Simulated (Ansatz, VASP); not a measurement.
# Two plane-wave programs on AlFe3B

File INCAR:

```
SYSTEM = AlFe3B
PREC     = Accurate       ! precision mode
ENCUT    = 520            ! plane-wave cutoff, eV
EDIFF    = 1E-6           ! SCF threshold, eV
ISMEAR   = -1             ! smearing method
SIGMA    = 0.05           ! smearing width, eV
LREAL    = .False.        ! projectors in reciprocal space
LASPH    = .True.         ! aspherical terms in the spheres
NELM     = 150            ! most SCF steps
ALGO     = Normal         ! electronic algorithm
ISIF     = 2              ! what is computed and relaxed
LWAVE    = .False.        ! write WAVECAR
LCHARG   = .False.        ! write CHGCAR
ISPIN    = 2              ! spin polarisation
MAGMOM   = 2.26667 2.26667 2.26667 0 0 ! initial moments
LORBIT   = 11             ! projections on sites
NUPDOWN  = 6.8            ! fixed moment
LMAXMIX  = 4              ! l up to which the mixer works
GGA      = PS             ! functional
NBANDS   = 27             ! bands
```

KPOINTS

```
Automatic mesh
0
Gamma
  6 6 6
  0 0 0
```

File POSCAR:

```
AlFe3B
1.0
    3.8223220000      0.0000000000      0.0000000000
    0.0000000000      3.8223220000      0.0000000000
    0.0000000000      0.0000000000      3.8223220000
Fe Al B
3 1 1
Direct
    0.0000000000      0.0000000000      0.5000000000
    0.0000000000      0.5000000000      0.0000000000
    0.5000000000      0.0000000000      0.0000000000
    0.5000000000      0.5000000000      0.5000000000
    0.0000000000      0.0000000000      0.0000000000
```

The input input.yaml:

```yaml
crystal:
  lattice:
    - [3.822322, 0.0, 0.0]
    - [0.0, 3.822322, 0.0]
    - [0.0, 0.0, 3.822322]
  atoms:
    - { symbol: Fe, position: [0.0, 0.0, 0.5], spin: 2.2666666667 }
    - { symbol: Fe, position: [0.0, 0.5, 0.0], spin: 2.2666666667 }
    - { symbol: Fe, position: [0.5, 0.0, 0.0], spin: 2.2666666667 }
    - { symbol: Al, position: [0.5, 0.5, 0.5] }
    - { symbol: B, position: [0.0, 0.0, 0.0] }
hamiltonian:
  xc: pbesol
  pseudopotentials: { kind: paw }
magnetization:
  spin_polarized: true
  initial_magnetization: 6.8
  spin_locking: { lock_magnetization: hard }
kpoints:
  mp_grid: { grid: [6, 6, 6] }
scf:
  occupations: { method: fermi_dirac, width: 0.05 }
  lower_state_search: "off"
output:
  forces: true
  stress: true
  eigenvalues: true
  write_density: true
  write_potential: true
  elf: true
  volumetric_format: npy
```

Alike in both runs: task single point; functional PBEsol; k mesh 6 × 6 × 6; occupations fermi-dirac, width 0.05 eV; collinear spin; fixed moment 6.8 μB.

|  | VASP | Ansatz |
| --- | --- | --- |
| version | VASP 6.6.1 | Ansatz 0.2.0 |
| potentials or method | VASP PAW PBE potentials, release 64 (Fe, Al, B) | Ansatz PAW |
| plane-wave cutoff (eV) | 520 | 420 |
| valence electrons in the cell | 30 | 54 |

```tsv
	VASP	Ansatz	Ansatz less VASP
pressure (GPa)	4.7	4.1	-0.56
net moment per atom (μB)	1.36	1.36	0.000
size of the moment on the site where the two differ most (μB)	2.30	2.10	-0.198
```

VASP's potentials were made for PBE, not for PBEsol. Site moments also hang on the region over which each program counts them. VASP's potentials hold 30 valence electrons a cell and Ansatz's 54, so a difference there can come from the potentials and not from the codes.
